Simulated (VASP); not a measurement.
Here is a VASP 6.6.1 calculation.

File INCAR:

```
SYSTEM = NaCl
ALGO     = Normal         ! electronic algorithm
EDIFF    = 1E-6           ! SCF threshold, eV
ENCUT    = 500            ! plane-wave cutoff, eV
GGA      = PE             ! functional
GGA_COMPAT= .False.      
ISIF     = 2              ! what is computed and relaxed
ISMEAR   = 0              ! smearing method
LASPH    = .True.         ! aspherical terms in the spheres
LCHARG   = .True.         ! write CHGCAR
LELF     = .True.         ! ELF
LREAL    = .False.        ! projectors in reciprocal space
LVHAR    = .True.       
LWAVE    = .False.        ! write WAVECAR
NBANDS   = 14             ! bands
NELM     = 120            ! most SCF steps
PREC     = Accurate       ! precision mode
SIGMA    = 0.01           ! smearing width, eV
```

KPOINTS

```
k-points
0
Gamma
  4 4 4
  0 0 0
```

POSCAR

```
NaCl
1.0
    0.0000000000      2.8100000000      2.8100000000
    2.8100000000      0.0000000000      2.8100000000
    2.8100000000      2.8100000000      0.0000000000
Na Cl
1 1
Direct
   -0.0005391945     -0.0015518351      0.0006340107
    0.5003496744      0.5010063842      0.4995888353
```

Potentials or basis: VASP PAW PBE potentials, release 64 (Na_pv, Cl).

Command:

```console
$ cat potpaw_PBE.64/Na_pv/POTCAR potpaw_PBE.64/Cl/POTCAR > POTCAR
$ mpirun -np 1 vasp_std > vasp.out
```

Estimate the largest force.

0.015 eV/Å.

Estimate the band gap on the k mesh.

5.15 eV, direct.

What does it give for the pressure?

1.0 GPa.

Forces on the atoms (eV/Å):
```
Na   0.006 -0.001  0.014
Cl  -0.006  0.001 -0.014
```

Caveat: the k points lie up to 0.48 Å⁻¹ apart. A hybrid or GW would open this gap; PBE tends to underestimate it.
